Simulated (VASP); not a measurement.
**AgCl: electric field gradients with LDA**

AgCl:

```
Ag Cl
1.0
     0.00000    2.77315    2.74542
     2.77315    0.00000    2.74542
     2.77315    2.77315    0.00000
Ag Cl
1 1
Direct
  0.50000 0.50000 0.50000
  0.00000 0.00000 0.00000
```

This cell differs from its parent crystal: zz strain of -1 %.

```yaml
Program: VASP 6.6.1
Task: electric field gradients
Functional: LDA
Potentials_or_basis: VASP PAW LDA potentials, release 64 (Ag, Cl)
Cutoff: 520 eV
k_mesh: 8 × 8 × 8
Occupations: fermi-dirac, width 0.02 eV
Spin: no spin polarisation
Dipole_correction: no
Further_INCAR_settings: ALGO = Normal; EDIFF = 1e-08; NBANDS = 16
```

```
Pressure                                : -5.2 GPa
Band gap on the k mesh                  : 0.61 eV (least direct gap 2.97 eV)
Largest electric field gradient by atom : Ag -6.1; Cl +5.2 V/Å²
```

Stress tensor (GPa, compression positive):
```
-5.21  0.00  0.00
 0.00 -5.21  0.00
 0.00  0.00 -5.12
```

Levels at points of the mesh, in eV from the valence-band top:
| k point | band 7 | band 8 | band 9 | band 10 | band 11 | band 12 |
| --- | --- | --- | --- | --- | --- | --- |
| (0.00, 0.00, 0.00) | -2.40 | -2.36 | -2.36 | 0.61 | 10.70 | 10.70 |
| (0.50, 0.00, 0.00) | -1.88 | -0.06 | 0.00 | 3.91 | 6.36 | 7.35 |
| (0.50, 0.50, 0.00) | -2.08 | -2.08 | -1.99 | 2.07 | 7.76 | 8.45 |
| (0.50, 0.00, 0.50) | -2.08 | -2.07 | -1.99 | 2.08 | 7.82 | 8.35 |

Electric field gradients, principal values (V/Å²):
| atom | least | middle | greatest (by size) |
| --- | --- | --- | --- |
| 1 Ag | 3.027 | 3.027 | -6.054 |
| 2 Cl | -2.603 | -2.605 | 5.208 |

Wall time 69 s on 1 thread of Intel Xeon 8259CL, on a shared host, peak memory 0.17 GiB.

Caveat: the cell differs from its parent crystal (zz strain of -1 %); the cell stands under tension; without QUAD_EFG the Cq values of the log hold for a quadrupole moment of 1 mb, not for the nuclei. A k mesh can miss the band edges.
